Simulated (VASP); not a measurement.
# Al3GaN4 (P-43m) in VASP: further runs, part 2 of 2

VASP 6.6.1.

## Step 4: Single point, PBEsol

This run uses another cell than the first one, of 9.76 Å³/atom, 0.913 times its volume.

File INCAR:

```
ALGO     = Normal         # electronic algorithm
EDIFF    = 1E-7           # SCF threshold, eV
ENCUT    = 520            # plane-wave cutoff, eV
GGA      = PS             # functional
ISIF     = 2              # what is computed and relaxed
ISMEAR   = 0              # smearing method
LASPH    = True           # aspherical terms in the spheres
LCHARG   = False          # write CHGCAR
LREAL    = False          # projectors in reciprocal space
LWAVE    = False          # write WAVECAR
NBANDS   = 31             # bands
NELM     = 60             # most SCF steps
PREC     = Accurate       # precision mode
SIGMA    = 0.02           # smearing width, eV
```

File KPOINTS:

```
k-points
0
Gamma
  6 6 6
```

File POSCAR:

```
Al3GaN4
1.0
    4.2747850003      0.0000000000      0.0000000000
    0.0000000000      4.2747850003      0.0000000000
    0.0000000000      0.0000000000      4.2747850003
Al Ga N
3 1 4
Direct
    0.5000000000      0.5000000000      0.0000000000
    0.5000000000      0.0000000000      0.5000000000
    0.0000000000      0.5000000000      0.5000000000
    0.0000000000      0.0000000000      0.0000000000
    0.7445542782      0.7445542782      0.2554457218
    0.7445542782      0.2554457218      0.7445542782
    0.2554457218      0.7445542782      0.7445542782
    0.2554457218      0.2554457218      0.2554457218
```

Command:

```bash
$ cat potpaw_PBE.64/Al/POTCAR potpaw_PBE.64/Ga_d/POTCAR potpaw_PBE.64/N/POTCAR > POTCAR
$ mpirun -np 1 vasp_std > vasp.out
```

Wall time 41 s (1 thread of Intel Xeon Platinum 8488C (Sapphire Rapids), shared host); peak memory 0.19 GiB.

It converged, with:

* Free energy: -59.4778 eV
* Pressure: 21.7 GPa
* Largest force: 0.022 eV/Å
* Band gap on the k mesh: 3.37 eV, indirect (least direct gap 3.38 eV)

Forces on the atoms (eV/Å):
```
Al   0.000  0.000  0.000
Al   0.000  0.000  0.000
Al   0.000  0.000  0.000
Ga   0.000  0.000  0.000
N    0.013  0.013 -0.013
N    0.013 -0.013  0.013
N   -0.013  0.013  0.013
N   -0.013 -0.013 -0.013
```

Levels at points of the mesh, in eV from the valence-band top:
| k point | band 18 | band 19 | band 20 | band 21 | band 22 | band 23 | band 24 | band 25 |
| --- | --- | --- | --- | --- | --- | --- | --- | --- |
| (0.00, 0.00, 0.00) | -2.12 | -0.01 | -0.01 | -0.01 | 3.37 | 3.37 | 3.37 | 4.19 |
| (0.50, 0.00, 0.00) | -1.33 | -1.33 | -0.99 | -0.99 | 5.95 | 6.03 | 6.27 | 6.27 |
| (0.50, 0.50, 0.00) | -0.90 | -0.56 | -0.56 | -0.56 | 7.82 | 7.82 | 7.96 | 8.07 |
| (0.50, 0.50, 0.50) | -0.61 | -0.38 | -0.38 | -0.38 | 6.26 | 7.68 | 7.68 | 7.68 |

Caveat: the PAW data sets were made with another functional, which shifts forces and pressure a little.

## Step 5: Single point, PBEsol (equal strain along all axes, cell held: -1.5 %, then relaxed in part)

File INCAR:

```
SYSTEM = Al3GaN4
PREC = Accurate
ENCUT = 520
EDIFF = 1E-6
ISMEAR = 0
SIGMA = 0.02
LREAL = .False.
LASPH = .True.
NELM = 100
ALGO = Normal
ISIF = 2
LWAVE = .False.
LCHARG = .False.
GGA = PS
NBANDS = 31
```

File KPOINTS:

```
regular mesh
0
Gamma
  6 6 6
  0 0 0
```

File POSCAR:

```
Al3GaN4
1.0
    4.3408899230      0.0000000000      0.0000000000
    0.0000000000      4.3408899230      0.0000000000
    0.0000000000      0.0000000000      4.3408899230
Al Ga N
3 1 4
Direct
    0.5000000000      0.5000000000      0.0000000000
    0.5000000000      0.0000000000      0.5000000000
    0.0000000000      0.5000000000      0.5000000000
    0.0000000000      0.0000000000      0.0000000000
    0.7447077177      0.7447077177      0.2552922823
    0.7447077177      0.2552922823      0.7447077177
    0.2552922823      0.7447077177      0.7447077177
    0.2552922823      0.2552922823      0.2552922823
```

Command:

```bash
$ cat potpaw_PBE.64/Al/POTCAR potpaw_PBE.64/Ga_d/POTCAR potpaw_PBE.64/N/POTCAR > POTCAR
$ mpirun -np 1 vasp_std > vasp.out
```

Run time: 39 s. Hardware: 1 thread of Intel Xeon Platinum 8488C (Sapphire Rapids), shared host; peak memory 0.19 GiB.

Results (log left out):

```
Free energy            : -59.8375 eV
Pressure               : 9.8 GPa
Band gap on the k mesh : 3.34 eV, indirect (the least direct gap lies 4.1 meV higher)
```

Forces in eV/Å, atoms in the order of the input:
```
Al   0.000  0.000  0.000
Al   0.000  0.000  0.000
Al   0.000  0.000  0.000
Ga   0.000  0.000  0.000
N    0.002  0.002 -0.002
N    0.002 -0.002  0.002
N   -0.002  0.002  0.002
N   -0.002 -0.002 -0.002
```

Levels at points of the mesh, in eV from the valence-band top:
```
           k point  band 18  band 19  band 20  band 21  band 22  band 23  band 24  band 25
(0.00, 0.00, 0.00)    -2.05     0.00     0.00     0.00     3.34     3.34     3.34     3.80
(0.50, 0.00, 0.00)    -1.27    -1.27    -0.97    -0.97     5.74     5.80     6.16     6.16
(0.50, 0.50, 0.00)    -0.86    -0.56    -0.55    -0.55     7.65     7.65     7.66     7.90
(0.50, 0.50, 0.50)    -0.60    -0.38    -0.38    -0.38     5.85     7.29     7.29     7.29
```

Caveat: the cell differs from its parent crystal (equal strain along all axes, cell held: -1.5 %, then relaxed in part); the PAW data sets were made with another functional, which shifts forces and pressure a little.

## Step 6: Single point, PBEsol

This run uses another cell than the first one, of 10.22 Å³/atom, 0.956 times its volume.

File INCAR:

```
PREC = Accurate
ENCUT = 520
EDIFF = 1E-7
ISMEAR = 0
SIGMA = 0.02
LREAL = False
LASPH = True
NELM = 100
ALGO = Normal
ISIF = 2
LWAVE = False
LCHARG = False
GGA = PS
NBANDS = 31
```

File KPOINTS:

```
Automatic mesh
0
Gamma
  6 6 6
```

POSCAR is that of step 5.

Potentials or basis: VASP PAW PBE potentials, release 64 (Al, Ga_d, N).

Command:

```bash
$ cat potpaw_PBE.64/Al/POTCAR potpaw_PBE.64/Ga_d/POTCAR potpaw_PBE.64/N/POTCAR > POTCAR
$ mpirun -np 1 vasp_std > vasp.out
```

OUTCAR:

```text
PREC = Accurate
   ENCUT = 520
   EDIFF = 1E-7
   ISMEAR = 0
   LREAL = False
   LASPH = True
   NELM = 100
   ISIF = 2
   GGA = PS

 ion  position               nearest neighbor table
   1  0.500  0.500  0.000-   5 1.87   6 1.87   7 1.87   8 1.87   3 3.07   4 3.07   2 3.07   2 3.07
                             3 3.07   2 3.07   4 3.07   2 3.07   3 3.07   4 3.07   3 3.07   4 3.07
   2  0.500  0.000  0.500-   5 1.87   6 1.87   7 1.87   8 1.87   3 3.07   4 3.07   1 3.07   1 3.07
[... 893 lines left out ...]
  Total        5.0092059      5.0092059      5.0092059      0.0000000     -0.0000000      0.0000000
  in kB       98.1167475     98.1167475     98.1167475      0.0000000     -0.0000000      0.0000000
  external PRESSURE =      98.1167475 kB  Pullay stress =       0.0000000 kB

 VOLUME and BASIS-vectors are now :
 -----------------------------------------------------------------------------
  energy-cutoff  :      520.00
  volume of cell :       81.80
      direct lattice vectors                 reciprocal lattice vectors
     4.340889923  0.000000000  0.000000000     0.230367509  0.000000000  0.000000000
     0.000000000  4.340889923  0.000000000     0.000000000  0.230367509  0.000000000
     0.000000000  0.000000000  4.340889923     0.000000000  0.000000000  0.230367509

 POSITION                                       TOTAL-FORCE (eV/Angst)
 -----------------------------------------------------------------------------------
      2.17044      2.17044      0.00000        -0.000000     -0.000000      0.000000
      2.17044      0.00000      2.17044        -0.000000      0.000000      0.000000
      0.00000      2.17044      2.17044        -0.000000      0.000000      0.000000
      0.00000      0.00000      0.00000        -0.000000      0.000000      0.000000
      3.23269      3.23269      1.10820         0.001508      0.001508     -0.001508
      3.23269      1.10820      3.23269         0.001508     -0.001508      0.001508
      1.10820      3.23269      3.23269        -0.001508      0.001508      0.001508
      1.10820      1.10820      1.10820        -0.001508     -0.001508     -0.001508
 -----------------------------------------------------------------------------------
    total drift:                               -0.000000     -0.000000      0.000000

  FREE ENERGIE OF THE ION-ELECTRON SYSTEM (eV)
  ---------------------------------------------------
  free  energy   TOTEN  =       -59.8375109031 eV

  energy  without entropy=      -59.8375109031  energy(sigma->0) =      -59.83751090
```

stdout:

```text
POSCAR found type information on POSCAR AlGaN
 POSCAR found :  3 types and       8 ions
 scaLAPACK will be used
 -----------------------------------------------------------------------------
|                                                                             |
|                                                                             |
|     You enforced a specific xc type in the INCAR file but a different       |
|     I HOPE YOU KNOW WHAT YOU ARE DOING!                                     |
|                                                                             |
 -----------------------------------------------------------------------------

 LDA part: xc-table for (Slater+PW92), standard interpolation
 POSCAR, INCAR and KPOINTS ok, starting setup
 FFT: planning ... GRIDC
 FFT: planning ... GRID_SOFT
 FFT: planning ... GRID
 WAVECAR not read
 entering main loop
```

Run time: 49 s. Hardware: 1 thread of Intel Xeon Platinum 8488C (Sapphire Rapids), shared host; peak memory 0.2 GiB.

What came out:

- Free energy: -59.8375 eV
- Pressure: 9.8 GPa
- Band gap on the k mesh: 3.34 eV, indirect (the least direct gap lies 4.1 meV higher)

Forces in eV/Å, atoms in the order of the input:
```
Al   0.000  0.000  0.000
Al   0.000  0.000  0.000
Al   0.000  0.000  0.000
Ga   0.000  0.000  0.000
N    0.002  0.002 -0.002
N    0.002 -0.002  0.002
N   -0.002  0.002  0.002
N   -0.002 -0.002 -0.002
```

Levels at points of the mesh, in eV from the valence-band top:
```csv
k point,band 18,band 19,band 20,band 21,band 22,band 23,band 24,band 25
"(0.00, 0.00, 0.00)",-2.05,0.00,0.00,0.00,3.34,3.34,3.34,3.80
"(0.50, 0.00, 0.00)",-1.27,-1.27,-0.97,-0.97,5.74,5.81,6.16,6.16
"(0.50, 0.50, 0.00)",-0.86,-0.56,-0.55,-0.55,7.65,7.65,7.66,7.90
"(0.50, 0.50, 0.50)",-0.60,-0.38,-0.38,-0.38,5.85,7.29,7.29,7.29
```

Caveat: the PAW data sets were made with another functional, which shifts forces and pressure a little. A k mesh can miss the band edges.

## Step 7: The runs side by side

| cell | smearing | gap on the mesh (eV) | pressure (GPa) | largest force (eV/Å) |
| --- | --- | --- | --- | --- |
| a = 4.407 Å, 8 atoms | gaussian 0.05 eV | 3.32 | 0.0 | 0.01 |
| a = 4.275 Å, 8 atoms | gaussian 0.02 eV | 3.37 | 21.7 | 0.02 |
| a = 4.341 Å, 8 atoms | gaussian 0.02 eV | 3.34 | 9.8 | - |

Alike in all rows: task single point; level PBEsol; potentials or basis VASP PAW PBE potentials, release 64 (Al, Ga_d, N); no spin polarisation; k mesh 6 × 6 × 6; cutoff (eV) 520.

Caveats: the PAW data sets were made with another functional, which shifts forces and pressure a little.

Absolute energies hang on the potentials; compare differences alone.
